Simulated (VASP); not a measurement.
# In3Sb (Pm-3m) in VASP: further runs, part 2 of 2

VASP 6.6.1. The steps go on from the part before.

**5. Single point, PBEsol (strained)**

Contents of INCAR:

```
SYSTEM = In3Sb
PREC = Accurate
ENCUT = 520
EDIFF = 1E-7
ISMEAR = 0
SIGMA = 0.1
LREAL = .False.
LASPH = .True.
NELM = 100
ALGO = Fast
ISIF = 2
LWAVE = .False.
LCHARG = .False.
GGA = PS
NBANDS = 30
```

Contents of KPOINTS:

```
Automatic mesh
0
Gamma
  10 10 10
  0 0 0
```

Contents of POSCAR:

```
In3Sb
1.0
    5.0568986621      0.0000000000      0.0000000000
    0.0000000000      5.0568986621      0.0000000000
    0.0000000000      0.0000000000      5.0568986621
In Sb
3 1
Direct
    0.5000000000      0.5000000000      0.0000000000
    0.5000000000      0.0000000000      0.5000000000
    0.0000000000      0.5000000000      0.5000000000
    0.0000000000      0.0000000000      0.0000000000
```

Potentials or basis: VASP PAW PBE potentials, release 64 (In_d, Sb).

Launch:

```
cat potpaw_PBE.64/In_d/POTCAR potpaw_PBE.64/Sb/POTCAR > POTCAR
mpirun -np 1 vasp_std > vasp.out
```

OUTCAR:

```text
SYSTEM = In3Sb
   PREC = Accurate
   ENCUT = 520
   EDIFF = 1E-7
   ISMEAR = 0
   LREAL = .False.
   LASPH = .True.
   NELM = 100
   ISIF = 2
   GGA = PS

 ion  position               nearest neighbor table
   1  0.500  0.500  0.000-   2 3.58   3 3.58   4 3.58   2 3.58   3 3.58   2 3.58   4 3.58   2 3.58
                             3 3.58   4 3.58   3 3.58   4 3.58
   2  0.500  0.000  0.500-   1 3.58   3 3.58   4 3.58   1 3.58   4 3.58   1 3.58   3 3.58   1 3.58
                             3 3.58   4 3.58   4 3.58   3 3.58
   3  0.000  0.500  0.500-   1 3.58   2 3.58   4 3.58   1 3.58   4 3.58   2 3.58   4 3.58   4 3.58
                             1 3.58   2 3.58   1 3.58   2 3.58
   4  0.000  0.000  0.000-   1 3.58   2 3.58   3 3.58   2 3.58   3 3.58   1 3.58   3 3.58   3 3.58
                             1 3.58   2 3.58   2 3.58   1 3.58

  LATTYP: Found a simple cubic cell.
 ALAT       =     5.0568986621

  Lattice vectors:

 A1 = (   5.0568986621,   0.0000000000,   0.0000000000)
 A2 = (   0.0000000000,   5.0568986621,   0.0000000000)
 A3 = (   0.0000000000,   0.0000000000,   5.0568986621)

Analysis of symmetry for initial positions (statically):
=====================================================================
 Subroutine PRICEL returns:
 Original cell was already a primitive cell.

 Routine SETGRP: Setting up the symmetry group for a
 simple cubic supercell.

 Subroutine GETGRP returns: Found 48 space group operations
 (whereof 48 operations were pure point group operations)
 out of a pool of 48 trial point group operations.

The static configuration has the point symmetry O_h .

Analysis of symmetry for dynamics (positions and initial velocities):
=====================================================================
 Subroutine PRICEL returns:
 Original cell was already a primitive cell.

 Routine SETGRP: Setting up the symmetry group for a
 simple cubic supercell.

 Subroutine GETGRP returns: Found 48 space group operations
 (whereof 48 operations were pure point group operations)
 out of a pool of 48 trial point group operations.

[... 126 lines left out ...]
  Fermi-wavevector in a.u.,A,eV,Ry     =   1.142900  2.159767 17.772200  1.306220
  Thomas-Fermi vector in A             =   2.279596
   LORBIT       =      0    0 simple, 1 ext, 2 COOP (PROOUT), +10 PAW based schemes
   GGA     = PS    functional components
   LHFCALC =     F    Hartree Fock is set to
   AEXX    =    0.0000 exact exchange contribution
   IVDW    =     0    specifies the selected vdW correction
   LEPSILON=     F    determine dielectric tensor
   LRPA    =     F    only Hartree local field effects (RPA)
 non-spin polarized calculation
 RMM-DIIS sequential band-by-band and
 Gauss-broadening in eV      SIGMA  =   0.10
  energy-cutoff  :      520.00
  volume of cell :      129.32
 maximum number of plane-waves:      3514
 NGX is ok and might be reduce to    40
   NGX = 19   NGY = 19   NGZ = 19

 number of electron      44.0000019 magnetization

 Free energy of the ion-electron system (eV)
  ---------------------------------------------------
  ext. energy  EPLUGINS =         0.00000000
  ---------------------------------------------------
  free energy    TOTEN  =       -12.90991165 eV

  energy without entropy =      -12.89796653  energy(sigma->0) =      -12.90393909

 E-fermi :   5.2463     XC(G=0):  -9.4554

 val. band max:        5.2189536699   @ k =   0.4000   0.3000   0.3000
 cond. band min:       5.2659227875   @ k =   0.5000   0.4000   0.0000
 fundamental gap:      0.0469691176
 Fermi energy:         5.2462965229

 k-point     1 :       0.0000    0.0000    0.0000
  band No.  band energies     occupation
      1      -9.0944      2.00000
      2      -9.0944      2.00000
      3      -9.0944      2.00000
      4      -9.0892      2.00000
      5      -8.9937      2.00000
      6      -8.9937      2.00000
[... 781 lines left out ...]
     29       9.8040      0.00000
     30      11.6168      0.00000

 [... further k-points ...]

------------------------ aborting loop because EDIFF is reached ----------------------------------------

  FORCE on cell =-STRESS in cart. coord.  units (eV):
  Direction    XX          YY          ZZ          XY          YZ          ZX
  --------------------------------------------------------------------------------------
  -------------------------------------------------------------------------------------
  Total       -4.5588819     -4.5588819     -4.5588819      0.0000000      0.0000000      0.0000000
  in kB      -56.4827938    -56.4827938    -56.4827938      0.0000000      0.0000000      0.0000000
  external PRESSURE =     -56.4827938 kB  Pullay stress =       0.0000000 kB

 VOLUME and BASIS-vectors are now :
 -----------------------------------------------------------------------------
  energy-cutoff  :      520.00
  volume of cell :      129.32
      direct lattice vectors                 reciprocal lattice vectors
     5.056898662  0.000000000  0.000000000     0.197749662  0.000000000  0.000000000
     0.000000000  5.056898662  0.000000000     0.000000000  0.197749662  0.000000000
     0.000000000  0.000000000  5.056898662     0.000000000  0.000000000  0.197749662

 POSITION                                       TOTAL-FORCE (eV/Angst)
 -----------------------------------------------------------------------------------
      2.52845      2.52845      0.00000         0.000000      0.000000      0.000000
      2.52845      0.00000      2.52845         0.000000      0.000000      0.000000
      0.00000      2.52845      2.52845         0.000000      0.000000      0.000000
      0.00000      0.00000      0.00000         0.000000      0.000000      0.000000
 -----------------------------------------------------------------------------------
    total drift:                               -0.000000     -0.000000     -0.000000

  FREE ENERGIE OF THE ION-ELECTRON SYSTEM (eV)
  ---------------------------------------------------
  free  energy   TOTEN  =       -12.9099116512 eV

  energy  without entropy=      -12.8979665289  energy(sigma->0) =      -12.90393909
```

It took 4.3 min on 1 thread of Intel Xeon 8259CL, shared host; peak memory 0.33 GiB.

What came out:

```yaml
Free_energy: -12.9099 eV
Pressure: -5.6 GPa
Band_gap_on_the_k_mesh: zero (bands 22 and 23 overlap by 2.92 eV)
```

Levels at points of the mesh, in eV from the Fermi level:
```tsv
k point	band 19	band 20	band 21	band 22	band 23	band 24	band 25	band 26
(0.00, 0.00, 0.00)	-2.45	-2.23	-2.23	-2.23	2.20	2.20	2.20	3.71
(0.50, 0.00, 0.00)	-2.06	-1.13	-1.13	0.12	0.12	0.33	1.36	3.76
(0.50, 0.50, 0.00)	-5.12	-0.34	0.03	0.18	0.18	1.20	1.70	1.70
(0.50, 0.50, 0.50)	-4.17	-3.19	-3.19	-3.19	-2.48	4.68	4.68	4.68
```

Caveat: the cell differs from its parent crystal (strained); the cell stands under tension; the PAW data sets were made with another functional, which shifts forces and pressure a little; spin-orbit coupling is left out, which moves the levels of the heavy elements.

**6. Summary**

| cell | gap on the mesh (eV) | pressure (GPa) |
| --- | --- | --- |
| a = 4.813 Å, 4 atoms | none | -2.2 |
| a = 4.884 Å, 4 atoms | none | -3.5 |
| a = 5.016 Å, 4 atoms | none | -5.3 |
| a = 5.057 Å, 4 atoms | none | -5.6 |

Alike in all rows: task single point; level PBEsol; potentials or basis VASP PAW PBE potentials, release 64 (In_d, Sb); no spin polarisation; k mesh 10 × 10 × 10; cutoff (eV) 520; smearing gaussian 0.1 eV.

Caveats: the PAW data sets were made with another functional, which shifts forces and pressure a little; spin-orbit coupling is left out, which moves the levels of the heavy elements; the cell stands under tension (at least some runs).

Total energies depend on the potentials used, so only differences within one code and one set of settings carry meaning.

The gap in the log of VASP goes by the Fermi energy; the results here count the filled bands.